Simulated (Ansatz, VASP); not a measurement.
Given: the input of a run of VASP 6.6.1 on Ca.

INCAR

```
  PREC = Accurate
  ENCUT = 600
  EDIFF = 1E-6
  ISMEAR = -1
  SIGMA = 0.05
  LREAL = F
  LASPH = T
  NELM = 60
  ALGO = Normal
  ISIF = 3
  LWAVE = F
  LCHARG = F
  GGA = PE
  IVDW = 12
  IBRION = 2
  NSW = 80
  EDIFFG = -0.005
```

File KPOINTS:

```
Automatic mesh
0
Gamma
  8 8 8
```

POSCAR

```
Ca
1.0
    0.0000000000      2.7942000000      2.7942000000
    2.7942000000      0.0000000000      2.7942000000
    2.7942000000      2.7942000000      0.0000000000
Ca
1
Direct
    0.0000000000      0.0000000000      0.0000000000
```

Potentials or basis: VASP PAW PBE potentials, release 64 (Ca_sv).

The run is started by

```bash
$ cat potpaw_PBE.64/Ca_sv/POTCAR > POTCAR
$ mpirun -np 1 vasp_std > vasp.out
```

Set up the same calculation for Ansatz 0.2.0. Potentials there: all-electron LAPW, scalar-relativistic.

As run (the cutoff follows the program's own potentials):

The input input.yaml:

```yaml
crystal:
  lattice:
    - [0.0, 2.7942, 2.7942]
    - [2.7942, 0.0, 2.7942]
    - [2.7942, 2.7942, 0.0]
  atoms:
    - { symbol: Ca, position: [0.0, 0.0, 0.0] }
kpoints:
  mp_grid: { grid: [8, 8, 8] }
scf:
  occupations: { method: fermi_dirac, width: 0.05 }
hamiltonian:
  xc: pbe
  dispersion: d3bj
  pseudopotentials: { kind: all_electron, lapw: { basis_error: 0.001 } }
output:
  forces: true
  stress: true
relax:
  f_tol: 0.005
  max_steps: 60
  cell: {}
```

Potentials or basis: all-electron LAPW, scalar-relativistic.

The run is started by

```console
$ ansatz run input.yaml --threads 1 --pin off --max-ram 3072MiB --backend cpu --events-out ev --progress --plain --runs-dir out
```

Both were run:

|  | VASP | Ansatz | Ansatz less VASP |
| --- | --- | --- | --- |
| relaxed volume (Å³/atom) | 40.20 | 40.12 | -0.084 |
| relaxed cell length with the largest relative difference (Å) | 3.845 | 3.843 | -0.0027 |

Ansatz ran all-electron here, and VASP with PAW potentials.
